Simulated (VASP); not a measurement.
# Si4NiPt3 (P4mm) in VASP: single point with PBE

Aim: the single point of Si4NiPt3 with PBE.

Everything below comes from runs of VASP 6.6.1. Logs are shortened: lines on timing, memory, paths and dates and some standing lists are left out, and cuts for length are marked.

### Step 1. The cell of the first run

The structure is tetragonal, space group P4mm (No. 99). Conventional cell: a = 4.785 Å, b = 4.785 Å, c = 4.943 Å, α = 90.00°, β = 90.00°, γ = 90.00°. Si (site symmetry 4mm) has 2 Ni at 2.34 to 2.60 Å and 4 Pt at 2.56 Å and 4 Si at 2.85 Å within 3.1 Å. Si (site symmetry 4mm) has 6 Pt at 2.42 to 2.52 Å and 4 Si at 2.91 Å within 3.2 Å. Within 3.2 Å of Si (site symmetry 2mm) lie 4 Pt at 2.45 to 2.51 Å and 2 Ni at 2.52 Å and 4 Si at 2.85 to 2.91 Å. Ni (site symmetry 4mm) has 6 Si at 2.34 to 2.60 Å and 4 Pt at 2.93 Å within 3.1 Å. Within 3.2 Å of Pt (site symmetry 4mm) lie 6 Si at 2.42 to 2.52 Å and 4 Pt at 2.95 Å. Pt (site symmetry 2mm) has 6 Si at 2.45 to 2.56 Å and 2 Ni at 2.93 Å and 2 Pt at 2.95 Å within 3.2 Å.

### Step 2. Single point, PBE, collinear spin, ferromagnetic start

Contents of INCAR:

```
PREC = Accurate
ENCUT = 520
EDIFF = 1E-7
ISMEAR = 0
SIGMA = 0.1
LREAL = False
LASPH = True
NELM = 150
ALGO = Normal
ISIF = 2
LWAVE = False
LCHARG = True
ISPIN = 2
MAGMOM = 0 0 0 0 2 0 0 0
LORBIT = 11
LMAXMIX = 4
GGA = PE
LELF = True
LVHAR = True
NBANDS = 42
```

Contents of KPOINTS:

```
Automatic mesh
0
Gamma
  4 4 4
```

Contents of POSCAR:

```
Si4NiPt3
1.0
    4.7846957000      0.0000000000      0.0000000000
    0.0000000000      4.7846957000      0.0000000000
    0.0000000000      0.0000000000      4.9429167000
Si Ni Pt
4 1 3
Direct
    0.0000000000      0.0000000000      0.1465230000
    0.5000000000      0.5000000000      0.1703830000
    0.5000000000      0.0000000000      0.8348610000
    0.0000000000      0.5000000000      0.8348610000
    0.0000000000      0.0000000000      0.6733890000
    0.5000000000      0.5000000000      0.6805060000
    0.5000000000      0.0000000000      0.3297390000
    0.0000000000      0.5000000000      0.3297390000
```

Potentials or basis: VASP PAW PBE potentials, release 64 (Si, Ni, Pt).

Started as:

```
$ cat potpaw_PBE.64/Si/POTCAR potpaw_PBE.64/Ni/POTCAR potpaw_PBE.64/Pt/POTCAR > POTCAR
$ mpirun -np 1 vasp_std > vasp.out
```

OUTCAR:

```text
PREC = Accurate
   ENCUT = 520
   EDIFF = 1E-7
   ISMEAR = 0
   LREAL = False
   LASPH = True
   NELM = 150
   ISIF = 2
   ISPIN = 2
   LORBIT = 11
   GGA = PE

 ion  position               nearest neighbor table
   1  0.000  0.000  0.147-   5 2.34   7 2.56   8 2.56   8 2.56   7 2.56   5 2.60   4 2.85   4 2.85
                             3 2.85   3 2.85
   2  0.500  0.500  0.170-   6 2.42   7 2.52   8 2.52   7 2.52   8 2.52   6 2.52   3 2.91   4 2.91
                             4 2.91   3 2.91
   3  0.500  0.000  0.835-   7 2.45   7 2.50   6 2.51   6 2.51   5 2.52   5 2.52   1 2.85   1 2.85
                             2 2.91   2 2.91
   4  0.000  0.500  0.835-   8 2.45   8 2.50   6 2.51   6 2.51   5 2.52   5 2.52   1 2.85   1 2.85
                             2 2.91   2 2.91
   5  0.000  0.000  0.673-   1 2.34   3 2.52   4 2.52   4 2.52   3 2.52   1 2.60   8 2.93   8 2.93
                             7 2.93   7 2.93
   6  0.500  0.500  0.681-   2 2.42   3 2.51   4 2.51   3 2.51   4 2.51   2 2.52   8 2.95   7 2.95
                             7 2.95   8 2.95
   7  0.500  0.000  0.330-   3 2.45   3 2.50   2 2.52   2 2.52   1 2.56   1 2.56   5 2.93   5 2.93
                             6 2.95   6 2.95   8 3.38   8 3.38   8 3.38   8 3.38
   8  0.000  0.500  0.330-   4 2.45   4 2.50   2 2.52   2 2.52   1 2.56   1 2.56   5 2.93   5 2.93
                             6 2.95   6 2.95   7 3.38   7 3.38   7 3.38   7 3.38

  LATTYP: Found a simple tetragonal cell.
 ALAT       =     4.7846957000
 C/A-ratio  =     1.0330681427

  Lattice vectors:

 A1 = (   4.7846957000,   0.0000000000,   0.0000000000)
 A2 = (   0.0000000000,   4.7846957000,   0.0000000000)
 A3 = (   0.0000000000,   0.0000000000,   4.9429167000)

Analysis of symmetry for initial positions (statically):
=====================================================================
 Subroutine PRICEL returns:
 Original cell was already a primitive cell.

 Routine SETGRP: Setting up the symmetry group for a
 simple tetragonal supercell.

 Subroutine GETGRP returns: Found  8 space group operations
 (whereof  8 operations were pure point group operations)
 out of a pool of 16 trial point group operations.

The static configuration has the point symmetry C_4v.

Analysis of symmetry for dynamics (positions and initial velocities):
=====================================================================
 Subroutine PRICEL returns:
 Original cell was already a primitive cell.

 Routine SETGRP: Setting up the symmetry group for a
 simple tetragonal supercell.

 Subroutine GETGRP returns: Found  8 space group operations
 (whereof  8 operations were pure point group operations)
 out of a pool of 16 trial point group operations.

The dynamic configuration has the point symmetry C_4v.

Analysis of structural, dynamic, and magnetic symmetry:
=====================================================================
 Subroutine PRICEL returns:
 Original cell was already a primitive cell.

 Routine SETGRP: Setting up the symmetry group for a
 simple tetragonal supercell.

 Subroutine GETGRP returns: Found  8 space group operations
 (whereof  8 operations were pure point group operations)
 out of a pool of 16 trial point group operations.

The overall configuration has the point symmetry C_4v.

 Subroutine INISYM returns: Found  8 space group operations
 (whereof  8 operations are pure point group operations),
 and found     1 'primitive' translations

----------------------------------------------------------------------------------------

                                     Primitive cell

  volume of cell :     113.1597

  direct lattice vectors                    reciprocal lattice vectors
     4.784695700  0.000000000  0.000000000     0.208999707  0.000000000  0.000000000
     0.000000000  4.784695700  0.000000000     0.000000000  0.208999707  0.000000000
     0.000000000  0.000000000  4.942916700     0.000000000  0.000000000  0.202309701

  length of vectors
     4.784695700  4.784695700  4.942916700     0.208999707  0.208999707  0.202309701

  position of ions in fractional coordinates (direct lattice)
     0.000000000  0.000000000  0.146523000
     0.500000000  0.500000000  0.170383000
     0.500000000  0.000000000  0.834861000
     0.000000000  0.500000000  0.834861000
     0.000000000  0.000000000  0.673389000
     0.500000000  0.500000000  0.680506000
     0.500000000  0.000000000  0.329739000
[... 69 lines left out ...]
   ISTART =      0    job   : 0-new  1-cont  2-samecut
   ICHARG =      2    charge: 1-file 2-atom 10-const
   ISPIN  =      2    spin polarized calculation?
   LNONCOLLINEAR =      F non collinear calculations
   LSORBIT =      F    spin-orbit coupling
   LASPH  =      T    aspherical Exc in radial PAW
   ENCUT  =  520.0 eV  38.22 Ry    6.18 a.u.   8.90  8.90  9.19*2*pi/ulx,y,z
   NELM   =    150;   NELMIN=  2; NELMDL= -5     # of ELM steps
   EDIFF  = 0.1E-06   stopping-criterion for ELM
   LREAL  =      F    real-space projection
   EDIFFG = 0.1E-05   stopping-criterion for IOM
   NSW    =      0    number of steps for IOM
   IBRION =     -1    ionic relax: 0-MD 1-quasi-New 2-CG
   NFREE  =      0    steps in history (QN), initial steepest desc. (CG)
   ISIF   =      2    stress and relaxation
   ISYM   =      2    0-nonsym 1-usesym 2-fastsym
   POTIM  = 0.5000    time-step for ionic-motion
   TEBEG  =    0.0;   TEEND  =   0.0 temperature during run
   PSTRESS=    0.0 pullay stress
   NELECT =      56.0000    total number of electrons
   NUPDOWN=      -1.0000    fix difference up-down
   EMIN   =  10.00;   EMAX   =-10.00  energy-range for DOS
   EFERMI =   0.00;   METHOD = LEGACY
   ISMEAR =     0;   SIGMA  =   0.10  broadening in eV -4-tet -1-fermi 0-gaus
   EFERMI_NEDOS =   21; number of points for ismear=-14 and -15
   IALGO  =     38    algorithm
   IMIX   =      4    mixing-type and parameters
     AMIX     =   0.40;   BMIX     =  1.00
     AMIX_MAG =   1.60;   BMIX_MAG =  1.00
  volume/ion in A,a.u.               =      14.14        95.45
  Fermi-wavevector in a.u.,A,eV,Ry     =   1.294912  2.447029 22.814203  1.676797
  Thomas-Fermi vector in A             =   2.426465
   LORBIT       =     11    0 simple, 1 ext, 2 COOP (PROOUT), +10 PAW based schemes
   GGA     = PE    functional components
   LHFCALC =     F    Hartree Fock is set to
   AEXX    =    0.0000 exact exchange contribution
   IVDW    =     0    specifies the selected vdW correction
   LEPSILON=     F    determine dielectric tensor
   LRPA    =     F    only Hartree local field effects (RPA)
 spin polarized calculation
 Gauss-broadening in eV      SIGMA  =   0.10
  energy-cutoff  :      520.00
  volume of cell :      113.16
 maximum number of plane-waves:      3088
 NGX is ok and might be reduce to    36
   NGX = 17   NGY = 17   NGZ = 19

 number of electron      55.9999987 magnetization       0.0000042

 number of electron      55.9999987 magnetization      -0.0000057

 Free energy of the ion-electron system (eV)
  ---------------------------------------------------
  ext. energy  EPLUGINS =         0.00000000
  ---------------------------------------------------
  free energy    TOTEN  =       -49.76561135 eV

  energy without entropy =      -49.76051151  energy(sigma->0) =      -49.76306143

 E-fermi :  11.3029     XC(G=0): -12.2700

 val. band max:       11.2757998870   @ k =   0.0000   0.0000   0.2500
 cond. band min:      11.3966182885   @ k =   0.5000   0.0000   0.5000
 fundamental gap:      0.1208184015
 Fermi energy:        11.3029136315

 spin component 1

 k-point     1 :       0.0000    0.0000    0.0000
  band No.  band energies     occupation
      1      -2.2295      1.00000
      2       1.3267      1.00000
      3       1.6318      1.00000
      4       2.1595      1.00000
      5       4.3357      1.00000
      6       4.3357      1.00000
[... 763 lines left out ...]
     39      17.7477      0.00000
     40      17.7477      0.00000
 Fermi energy:        11.3029136315

 spin component 2

 k-point     1 :       0.0000    0.0000    0.0000
  band No.  band energies     occupation
      1      -2.2295      1.00000
      2       1.3267      1.00000
      3       1.6318      1.00000
      4       2.1595      1.00000
      5       4.3357      1.00000
      6       4.3357      1.00000
[... 763 lines left out ...]
     39      17.7477      0.00000
     40      17.7477      0.00000
 [bands above 40 left out]

------------------------ aborting loop because EDIFF is reached ----------------------------------------

  FORCE on cell =-STRESS in cart. coord.  units (eV):
  Direction    XX          YY          ZZ          XY          YZ          ZX
  --------------------------------------------------------------------------------------
  -------------------------------------------------------------------------------------
  Total       -0.1124693     -0.1124693     -0.1569212      0.0000000      0.0000000      0.0000000
  in kB       -1.5924017     -1.5924017     -2.2217758      0.0000000      0.0000000      0.0000000
  external PRESSURE =      -1.8021931 kB  Pullay stress =       0.0000000 kB

 VOLUME and BASIS-vectors are now :
 -----------------------------------------------------------------------------
  energy-cutoff  :      520.00
  volume of cell :      113.16
      direct lattice vectors                 reciprocal lattice vectors
     4.784695700  0.000000000  0.000000000     0.208999707  0.000000000  0.000000000
     0.000000000  4.784695700  0.000000000     0.000000000  0.208999707  0.000000000
     0.000000000  0.000000000  4.942916700     0.000000000  0.000000000  0.202309701

 POSITION                                       TOTAL-FORCE (eV/Angst)
 -----------------------------------------------------------------------------------
      0.00000      0.00000      0.72425        -0.000000     -0.000000     -0.107374
      2.39235      2.39235      0.84219         0.000000      0.000000     -0.066683
      2.39235      0.00000      4.12665         0.000000     -0.000000      0.072214
      0.00000      2.39235      4.12665         0.000000     -0.000000      0.072214
      0.00000      0.00000      3.32851         0.000000     -0.000000      0.031452
      2.39235      2.39235      3.36368         0.000000     -0.000000     -0.010392
      2.39235      0.00000      1.62987         0.000000     -0.000000      0.004285
      0.00000      2.39235      1.62987         0.000000     -0.000000      0.004285
 -----------------------------------------------------------------------------------
    total drift:                                0.000000     -0.000000     -0.000463

  FREE ENERGIE OF THE ION-ELECTRON SYSTEM (eV)
  ---------------------------------------------------
  free  energy   TOTEN  =       -49.7656113508 eV

  energy  without entropy=      -49.7605115073  energy(sigma->0) =      -49.76306143

 total charge

# of ion       s       p       d       tot
------------------------------------------
    1        0.735   0.803   0.000   1.538
    2        0.739   0.822   0.000   1.562
    3        0.741   0.812   0.000   1.553
    4        0.741   0.812   0.000   1.553
    5        0.422   0.456   8.424   9.301
    6        0.711   0.744   8.164   9.618
    7        0.701   0.698   8.167   9.566
    8        0.701   0.698   8.167   9.566
--------------------------------------------------
tot          5.491   5.845  32.922  44.257

 magnetization (x)

# of ion       s       p       d       tot
------------------------------------------
    1        0.000   0.000   0.000   0.000
    2       -0.000   0.000   0.000  -0.000
    3        0.000   0.000   0.000   0.000
    4        0.000   0.000   0.000   0.000
    5       -0.000   0.000  -0.000  -0.000
    6        0.000  -0.000   0.000   0.000
    7        0.000   0.000   0.000   0.000
    8        0.000   0.000   0.000   0.000
--------------------------------------------------
tot          0.000   0.000  -0.000  -0.000
```

Run time: 5.8 min. Hardware: 1 thread of Oxide Virtual Turin-like, shared host; peak memory 0.29 GiB.

Results:

| Property | Result |
| --- | --- |
| Free energy | -49.7656 eV |
| Pressure | -0.2 GPa |
| Largest force | 0.107 eV/Å |
| Band gap on the k mesh | zero (filled and empty bands overlap) |
| Net moment | 0.00 μB per cell |
| Valence electrons inside the program's atomic spheres | Si 1.54, 1.56, 1.55 (each value once); Ni 9.30; Pt 9.62, 9.57 (each value once) |

Forces on the atoms (eV/Å):
```
Si   0.000  0.000 -0.107
Si   0.000  0.000 -0.067
Si   0.000  0.000  0.072
Si   0.000  0.000  0.072
Ni   0.000  0.000  0.031
Pt   0.000  0.000 -0.010
Pt   0.000  0.000  0.004
Pt   0.000  0.000  0.004
```

Levels at points of the mesh, in eV from the Fermi level:
Spin up:
```tsv
k point	band 25	band 26	band 27	band 28	band 29	band 30	band 31	band 32
(0.00, 0.00, 0.00)	-2.35	-1.99	-1.98	-0.91	-0.91	1.01	1.63	1.73
(0.50, 0.00, 0.00)	-1.78	-1.61	-1.55	-1.55	-0.45	-0.19	2.00	2.18
(0.50, 0.50, 0.00)	-2.56	-2.56	-2.31	-1.93	1.10	1.10	1.57	1.86
(0.00, 0.00, 0.50)	-2.09	-2.00	0.10	0.10	0.20	0.94	1.12	1.79
(0.50, 0.00, 0.50)	-1.79	-1.68	0.09	0.35	0.41	0.49	0.54	1.10
(0.50, 0.50, 0.50)	-2.15	-2.14	-2.14	-1.87	3.62	3.62	3.66	4.06
```
Spin down:
```tsv
k point	band 25	band 26	band 27	band 28	band 29	band 30	band 31	band 32
(0.00, 0.00, 0.00)	-2.35	-1.99	-1.98	-0.91	-0.91	1.01	1.63	1.73
(0.50, 0.00, 0.00)	-1.78	-1.61	-1.55	-1.55	-0.45	-0.19	2.00	2.18
(0.50, 0.50, 0.00)	-2.56	-2.56	-2.31	-1.93	1.10	1.10	1.57	1.86
(0.00, 0.00, 0.50)	-2.09	-2.00	0.10	0.10	0.20	0.94	1.12	1.79
(0.50, 0.00, 0.50)	-1.79	-1.68	0.09	0.35	0.41	0.49	0.54	1.10
(0.50, 0.50, 0.50)	-2.15	-2.14	-2.14	-1.87	3.62	3.62	3.66	4.06
```

Caveat: the moments typed at the start vanished in this run; spin-orbit coupling is left out, which moves the levels of the heavy elements.

The gap in the log of VASP goes by the Fermi energy; the results here count the filled bands.